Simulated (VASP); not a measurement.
# ZrB (Fm-3m) in VASP: a series of runs

Runs on ZrB. Level: PBE. Tasks: single point.

All numbers are computed with VASP 6.6.1; they aren't measurements. Logs are shortened: lines on timing, memory, paths and dates and some standing lists are left out, and cuts for length are marked.

**1. The cell of the first run**

Symmetry: Fm-3m, No. 225, cubic system. The conventional cell has a = 4.813 Å, b = 4.813 Å, c = 4.813 Å, α = 90.00°, β = 90.00°, γ = 90.00°. Within 3.2 Å of Zr (site symmetry m-3m) lie 6 B at 2.41 Å. B (site symmetry m-3m) has 6 Zr at 2.41 Å within 3.2 Å.

**2. Single point, PBE (13.93 Å³/atom)**

File INCAR:

```
SYSTEM = ZrB
  PREC = Accurate
  ENCUT = 520
  EDIFF = 1E-6
  ISMEAR = 0
  SIGMA = 0.05
  LREAL = .FALSE.
  LASPH = .TRUE.
  NELM = 60
  ALGO = Normal
  ISIF = 2
  LWAVE = .FALSE.
  LCHARG = .FALSE.
  GGA = PE
  NBANDS = 14
```

File KPOINTS:

```
Automatic mesh
0
G
  12 12 12
  0 0 0
```

File POSCAR:

```
ZrB
1.0
    0.0000000000      2.4063158201      2.4063158201
    2.4063158201      0.0000000000      2.4063158201
    2.4063158201      2.4063158201      0.0000000000
Zr B
1 1
Direct
    0.5000000000      0.5000000000      0.5000000000
    0.0000000000      0.0000000000      0.0000000000
```

Potentials or basis: VASP PAW PBE potentials, release 64 (Zr_sv, B).

Started as:

```bash
> cat potpaw_PBE.64/Zr_sv/POTCAR potpaw_PBE.64/B/POTCAR > POTCAR
> mpirun -np 1 vasp_std > vasp.out
```

OUTCAR:

```text
SYSTEM = ZrB
   PREC = Accurate
   ENCUT = 520
   EDIFF = 1E-6
   ISMEAR = 0
   LREAL = .FALSE.
   LASPH = .TRUE.
   NELM = 60
   ISIF = 2
   GGA = PE

 ion  position               nearest neighbor table
   1  0.500  0.500  0.500-   2 2.41   2 2.41   2 2.41   2 2.41   2 2.41   2 2.41
   2  0.000  0.000  0.000-   1 2.41   1 2.41   1 2.41   1 2.41   1 2.41   1 2.41

  LATTYP: Found a face centered cubic cell.
 ALAT       =     4.8126316402

  Lattice vectors:

 A1 = (   0.0000000000,   2.4063158201,   2.4063158201)
 A2 = (   2.4063158201,   0.0000000000,   2.4063158201)
 A3 = (   2.4063158201,   2.4063158201,   0.0000000000)

Analysis of symmetry for initial positions (statically):
=====================================================================
 Subroutine PRICEL returns:
 Original cell was already a primitive cell.

 Routine SETGRP: Setting up the symmetry group for a
 face centered cubic supercell.

 Subroutine GETGRP returns: Found 48 space group operations
 (whereof 48 operations were pure point group operations)
 out of a pool of 48 trial point group operations.

The static configuration has the point symmetry O_h .

Analysis of symmetry for dynamics (positions and initial velocities):
=====================================================================
 Subroutine PRICEL returns:
 Original cell was already a primitive cell.

 Routine SETGRP: Setting up the symmetry group for a
 face centered cubic supercell.

 Subroutine GETGRP returns: Found 48 space group operations
 (whereof 48 operations were pure point group operations)
 out of a pool of 48 trial point group operations.

The dynamic configuration has the point symmetry O_h .

 Subroutine INISYM returns: Found 48 space group operations
 (whereof 48 operations are pure point group operations),
 and found     1 'primitive' translations

----------------------------------------------------------------------------------------

                                     Primitive cell

  volume of cell :      27.8668

  direct lattice vectors                    reciprocal lattice vectors
     0.000000000  2.406315820  2.406315820    -0.207786524  0.207786524  0.207786524
     2.406315820  0.000000000  2.406315820     0.207786524 -0.207786524  0.207786524
     2.406315820  2.406315820  0.000000000     0.207786524  0.207786524 -0.207786524

  length of vectors
     3.403044468  3.403044468  3.403044468     0.359896817  0.359896817  0.359896817

  position of ions in fractional coordinates (direct lattice)
     0.500000000  0.500000000  0.500000000
     0.000000000  0.000000000  0.000000000

  ion indices of the primitive-cell ions
   primitive index   ion index
                 1           1
                 2           2

----------------------------------------------------------------------------------------

 KPOINTS: Automatic mesh

Automatic generation of k-mesh.
 Grid dimensions read from file:
 generate k-points for:   12   12   12

 Generating k-lattice:

  Cartesian coordinates                     Fractional coordinates (reciprocal lattice)
    -0.017315544  0.017315544  0.017315544     0.083333333  0.000000000  0.000000000
     0.017315544 -0.017315544  0.017315544     0.000000000  0.083333333  0.000000000
     0.017315544  0.017315544 -0.017315544     0.000000000  0.000000000  0.083333333

  Length of vectors
     0.029991401  0.029991401  0.029991401

  Shift w.r.t. Gamma in fractional coordinates (k-lattice)
     0.000000000  0.000000000  0.000000000

 Subroutine IBZKPT returns following result:
 ===========================================

 Found     72 irreducible k-points:

 Following reciprocal coordinates:
            Coordinates               Weight
  0.000000  0.000000  0.000000      1.000000
  0.083333  0.000000  0.000000      8.000000
  0.166667  0.000000  0.000000      8.000000
  0.250000  0.000000  0.000000      8.000000
  0.333333  0.000000  0.000000      8.000000
  0.416667  0.000000  0.000000      8.000000
[... 16 lines left out ...]
  0.500000  0.166667  0.000000     24.000000
 -0.416667  0.166667  0.000000     24.000000
 [... further k-points ...]
   k-points           NKPTS =     72   k-points in BZ     NKDIM =     72   number of bands    NBANDS=     14
   number of dos      NEDOS =    301   number of ions     NIONS =      2
   total plane-waves  NPLWV =  21952
   dimension x,y,z NGX =    28 NGY =   28 NGZ =   28
   dimension x,y,z NGXF=    56 NGYF=   56 NGZF=   56
   ions per type =               1   1
   NGX,Y,Z   is equivalent  to a cutoff of  13.68, 13.68, 13.68 a.u.
   NGXF,Y,Z  is equivalent  to a cutoff of  27.36, 27.36, 27.36 a.u.
 SYSTEM =  ZrB
   PREC   = accura    normal or accurate (medium, high low for compatibility)
   ISTART =      0    job   : 0-new  1-cont  2-samecut
   ICHARG =      2    charge: 1-file 2-atom 10-const
   ISPIN  =      1    spin polarized calculation?
   LNONCOLLINEAR =      F non collinear calculations
   LSORBIT =      F    spin-orbit coupling
   LASPH  =      T    aspherical Exc in radial PAW
   ENCUT  =  520.0 eV  38.22 Ry    6.18 a.u.   6.33  6.33  6.33*2*pi/ulx,y,z
   NELM   =     60;   NELMIN=  2; NELMDL= -5     # of ELM steps
   EDIFF  = 0.1E-05   stopping-criterion for ELM
   LREAL  =      F    real-space projection
   EDIFFG = 0.1E-04   stopping-criterion for IOM
   NSW    =      0    number of steps for IOM
   IBRION =     -1    ionic relax: 0-MD 1-quasi-New 2-CG
   NFREE  =      0    steps in history (QN), initial steepest desc. (CG)
   ISIF   =      2    stress and relaxation
   ISYM   =      2    0-nonsym 1-usesym 2-fastsym
   POTIM  = 0.5000    time-step for ionic-motion
   TEBEG  =    0.0;   TEEND  =   0.0 temperature during run
   PSTRESS=    0.0 pullay stress
   NELECT =      15.0000    total number of electrons
   NUPDOWN=      -1.0000    fix difference up-down
   EMIN   =  10.00;   EMAX   =-10.00  energy-range for DOS
   EFERMI =   0.00;   METHOD = LEGACY
   ISMEAR =     0;   SIGMA  =   0.05  broadening in eV -4-tet -1-fermi 0-gaus
   EFERMI_NEDOS =   21; number of points for ismear=-14 and -15
   IALGO  =     38    algorithm
   IMIX   =      4    mixing-type and parameters
     AMIX     =   0.40;   BMIX     =  1.00
     AMIX_MAG =   1.60;   BMIX_MAG =  1.00
  volume/ion in A,a.u.               =      13.93        94.03
  Fermi-wavevector in a.u.,A,eV,Ry     =   1.331709  2.516565 24.129232  1.773449
  Thomas-Fermi vector in A             =   2.460699
   LORBIT       =      0    0 simple, 1 ext, 2 COOP (PROOUT), +10 PAW based schemes
   GGA     = PE    functional components
   LHFCALC =     F    Hartree Fock is set to
   AEXX    =    0.0000 exact exchange contribution
   IVDW    =     0    specifies the selected vdW correction
   LEPSILON=     F    determine dielectric tensor
   LRPA    =     F    only Hartree local field effects (RPA)
 non-spin polarized calculation
 Gauss-broadening in eV      SIGMA  =   0.05
  energy-cutoff  :      520.00
  volume of cell :       27.87
 maximum number of plane-waves:       760
 NGX is ok and might be reduce to    28
   NGX = 13   NGY = 13   NGZ = 13

 number of electron      15.0000000 magnetization

 Free energy of the ion-electron system (eV)
  ---------------------------------------------------
  ext. energy  EPLUGINS =         0.00000000
  ---------------------------------------------------
  free energy    TOTEN  =       -15.95716629 eV

  energy without entropy =      -15.95597694  energy(sigma->0) =      -15.95657161

 E-fermi :   7.9686     XC(G=0): -11.7347

 val. band max:        7.9602376603   @ k =   0.5000   0.2500   0.0000
 cond. band min:       8.0499945328   @ k =   0.3333   0.1667   0.0833
 fundamental gap:      0.0897568725
 Fermi energy:         7.9685750915

 k-point     1 :       0.0000    0.0000    0.0000
  band No.  band energies     occupation
      1     -39.2472      2.00000
      2     -17.0510      2.00000
      3     -17.0510      2.00000
      4     -17.0510      2.00000
      5      -0.1705      2.00000
      6       9.7964      0.00000
      7       9.7964      0.00000
      8       9.7964      0.00000
      9      11.3179      0.00000
     10      11.3179      0.00000
     11      11.5478      0.00000
     12      11.5478      0.00000
     13      11.5478      0.00000
     14      18.8286      0.00000

 k-point     2 :       0.0833    0.0000    0.0000
  band No.  band energies     occupation
      1     -39.2422      2.00000
      2     -17.0980      2.00000
      3     -17.0556      2.00000
      4     -17.0556      2.00000
      5      -0.0046      2.00000
      6       9.2721      0.00000
      7       9.6464      0.00000
      8       9.6464      0.00000
      9      10.4244      0.00000
     10      10.4244      0.00000
     11      11.7906      0.00000
     12      12.9217      0.00000
     13      12.9217      0.00000
     14      19.2304      0.00000

 k-point     3 :       0.1667    0.0000    0.0000
  band No.  band energies     occupation
      1     -39.2285      2.00000
      2     -17.2244      2.00000
      3     -17.0682      2.00000
      4     -17.0682      2.00000
      5       0.4699      2.00000
      6       8.2381      0.00000
      7       8.7661      0.00000
      8       8.7661      0.00000
      9      10.6176      0.00000
     10      10.6176      0.00000
     11      12.1347      0.00000
     12      14.5718      0.00000
     13      14.5718      0.00000
     14      20.1251      0.00000
[... 324 lines left out ...]
 k-point    23 :       0.5000    0.1667    0.0000
  band No.  band energies     occupation
      1     -39.1656      2.00000
      2     -17.6430      2.00000
      3     -17.2200      2.00000
      4     -17.1607      2.00000
      5       3.1331      2.00000
      6       4.9641      2.00000
      7       6.9434      2.00000
      8       7.3026      2.00000
      9      11.8451      0.00000
     10      13.3069      0.00000
     11      14.2539      0.00000
     12      17.3661      0.00000
     13      17.7203      0.00000
     14      19.5776      0.00000

 k-point    24 :      -0.4167    0.1667    0.0000
  band No.  band energies     occupation
      1     -39.1644      2.00000
      2     -17.6493      2.00000
      3     -17.2431      2.00000
      4     -17.1443      2.00000
      5       3.4192      2.00000
      6       4.6928      2.00000
      7       6.9612      2.00000
      8       7.0643      2.00000
      9      12.7151      0.00000
     10      12.8471      0.00000
     11      14.0224      0.00000
     12      17.4165      0.00000
     13      18.2212      0.00000
     14      19.0178      0.00000

 [... further k-points ...]

------------------------ aborting loop because EDIFF is reached ----------------------------------------

  FORCE on cell =-STRESS in cart. coord.  units (eV):
  Direction    XX          YY          ZZ          XY          YZ          ZX
  --------------------------------------------------------------------------------------
  -------------------------------------------------------------------------------------
  Total        1.7886455      1.7886455      1.7886455     -0.0000000      0.0000000     -0.0000000
  in kB      102.8364274    102.8364274    102.8364274     -0.0000000      0.0000000     -0.0000000
  external PRESSURE =     102.8364274 kB  Pullay stress =       0.0000000 kB

 VOLUME and BASIS-vectors are now :
 -----------------------------------------------------------------------------
  energy-cutoff  :      520.00
  volume of cell :       27.87
      direct lattice vectors                 reciprocal lattice vectors
     0.000000000  2.406315820  2.406315820    -0.207786524  0.207786524  0.207786524
     2.406315820  0.000000000  2.406315820     0.207786524 -0.207786524  0.207786524
     2.406315820  2.406315820  0.000000000     0.207786524  0.207786524 -0.207786524

 POSITION                                       TOTAL-FORCE (eV/Angst)
 -----------------------------------------------------------------------------------
      2.40632      2.40632      2.40632         0.000000     -0.000000     -0.000000
      0.00000      0.00000      0.00000        -0.000000      0.000000      0.000000
 -----------------------------------------------------------------------------------
    total drift:                                0.000000      0.000000      0.000000

  FREE ENERGIE OF THE ION-ELECTRON SYSTEM (eV)
  ---------------------------------------------------
  free  energy   TOTEN  =       -15.9571662857 eV

  energy  without entropy=      -15.9559769398  energy(sigma->0) =      -15.95657161
```

Run time: 53 s. Hardware: 1 thread of Intel Xeon 8259CL, shared host; peak memory 0.17 GiB.

Results:

```
Free energy            : -15.9572 eV
Pressure               : 10.3 GPa
Band gap on the k mesh : zero (an odd number of electrons rules out a gap without spin polarisation)
```

Levels at points of the mesh, in eV from the Fermi level:
```
           k point  band 6  band 7  band 8  band 9  band 10  band 11
(0.00, 0.00, 0.00)    1.83    1.83    1.83    3.35     3.35     3.58
(0.50, 0.00, 0.00)   -3.92   -1.22   -1.22    5.16     5.16     6.53
(0.50, 0.50, 0.00)   -0.87   -0.63    2.22    2.22     4.88     6.15
```

Caveat: the cell stands under pressure.

**3. Single point, PBE (14.15 Å³/atom)**

This run uses another cell than the first one, of 14.15 Å³/atom.

File INCAR:

```
  ALGO = Normal
  EDIFF = 1E-7
  ENCUT = 520
  GGA = PE
  ISIF = 2
  ISMEAR = 0
  LASPH = T
  LCHARG = T
  LELF = T
  LREAL = F
  LVHAR = T
  LWAVE = F
  NBANDS = 14
  NELM = 80
  PREC = Accurate
  SIGMA = 0.05
```

File KPOINTS:

```
k-points
0
Gamma
  12 12 12
```

File POSCAR:

```
ZrB
1.0
    0.0000000000      2.4189808735      2.4189808735
    2.4189808735      0.0000000000      2.4189808735
    2.4189808735      2.4189808735      0.0000000000
Zr B
1 1
Direct
    0.5000000000      0.5000000000      0.5000000000
    0.0000000000      0.0000000000      0.0000000000
```

Potentials or basis: VASP PAW PBE potentials, release 64 (Zr_sv, B).

Started as:

```bash
> cat potpaw_PBE.64/Zr_sv/POTCAR potpaw_PBE.64/B/POTCAR > POTCAR
> mpirun -np 1 vasp_std > vasp.out
```

OUTCAR:

```text
EDIFF = 1E-7
   ENCUT = 520
   GGA = PE
   ISIF = 2
   ISMEAR = 0
   LASPH = T
   LREAL = F
   NELM = 80
   PREC = Accurate

 ion  position               nearest neighbor table
   1  0.500  0.500  0.500-   2 2.42   2 2.42   2 2.42   2 2.42   2 2.42   2 2.42
   2  0.000  0.000  0.000-   1 2.42   1 2.42   1 2.42   1 2.42   1 2.42   1 2.42

  LATTYP: Found a face centered cubic cell.
 ALAT       =     4.8379617470

  Lattice vectors:

[... 595 lines left out ...]

------------------------ aborting loop because EDIFF is reached ----------------------------------------

  FORCE on cell =-STRESS in cart. coord.  units (eV):
  Direction    XX          YY          ZZ          XY          YZ          ZX
  --------------------------------------------------------------------------------------
  -------------------------------------------------------------------------------------
  Total        1.2777143      1.2777143      1.2777143      0.0000000      0.0000000      0.0000000
  in kB       72.3131097     72.3131097     72.3131097      0.0000000      0.0000000      0.0000000
  external PRESSURE =      72.3131097 kB  Pullay stress =       0.0000000 kB

 VOLUME and BASIS-vectors are now :
 -----------------------------------------------------------------------------
  energy-cutoff  :      520.00
  volume of cell :       28.31
      direct lattice vectors                 reciprocal lattice vectors
     0.000000000  2.418980873  2.418980873    -0.206698617  0.206698617  0.206698617
     2.418980873  0.000000000  2.418980873     0.206698617 -0.206698617  0.206698617
     2.418980873  2.418980873  0.000000000     0.206698617  0.206698617 -0.206698617

 POSITION                                       TOTAL-FORCE (eV/Angst)
 -----------------------------------------------------------------------------------
      2.41898      2.41898      2.41898         0.000000     -0.000000      0.000000
      0.00000      0.00000      0.00000        -0.000000      0.000000     -0.000000
 -----------------------------------------------------------------------------------
    total drift:                                0.000000      0.000000      0.000000

  FREE ENERGIE OF THE ION-ELECTRON SYSTEM (eV)
  ---------------------------------------------------
  free  energy   TOTEN  =       -15.9815848204 eV

  energy  without entropy=      -15.9804296579  energy(sigma->0) =      -15.98100724
```

OSZICAR:

```text
N       E                     dE             d eps       ncg     rms          rms(c)
DAV:   1     0.984638062644E+02    0.98464E+02   -0.79980E+03  2016   0.103E+03
DAV:   2    -0.119671483748E+02   -0.11043E+03   -0.10568E+03  2532   0.288E+02
DAV:   3    -0.176606544028E+02   -0.56935E+01   -0.56550E+01  3430   0.536E+01
DAV:   4    -0.178337715828E+02   -0.17312E+00   -0.17307E+00  2356   0.597E+00
DAV:   5    -0.178359027130E+02   -0.21311E-02   -0.21311E-02  2814   0.615E-01    0.183E+01
DAV:   6    -0.159850854730E+02    0.18508E+01   -0.27937E+00  2322   0.144E+01    0.640E+00
DAV:   7    -0.159796766567E+02    0.54088E-02   -0.27364E-01  2834   0.360E+00    0.290E+00
DAV:   8    -0.159819963409E+02   -0.23197E-02   -0.31673E-02  2516   0.150E+00    0.293E-01
DAV:   9    -0.159814785490E+02    0.51779E-03   -0.26523E-03  2432   0.311E-01    0.142E-01
DAV:  10    -0.159815917507E+02   -0.11320E-03   -0.41381E-04  2334   0.227E-01    0.312E-02
DAV:  11    -0.159815862185E+02    0.55322E-05   -0.18870E-05  2564   0.363E-02    0.384E-03
DAV:  12    -0.159815848295E+02    0.13890E-05   -0.11471E-06  2400   0.114E-02    0.279E-03
DAV:  13    -0.159815848204E+02    0.90799E-08   -0.64509E-08  1452   0.240E-03
   1 F= -.15981585E+02 E0= -.15981007E+02  d E =-.115516E-02
```

stdout:

```text
POSCAR found type information on POSCAR ZrB
 POSCAR found :  2 types and       2 ions
 scaLAPACK will be used
 LDA part: xc-table for (Slater+PW92), standard interpolation
 POSCAR, INCAR and KPOINTS ok, starting setup
 FFT: planning ... GRIDC
 FFT: planning ... GRID_SOFT
 FFT: planning ... GRID
 WAVECAR not read
 entering main loop
```

It took 52 s on 1 thread of Intel Xeon 8259CL, shared host; peak memory 0.18 GiB.

Results:

| Property | Result |
| --- | --- |
| Free energy | -15.9816 eV |
| Pressure | 7.2 GPa |
| Band gap on the k mesh | zero (an odd number of electrons rules out a gap without spin polarisation) |

Caveat: the cell stands under pressure.

(Continued in part 2 of 3.)
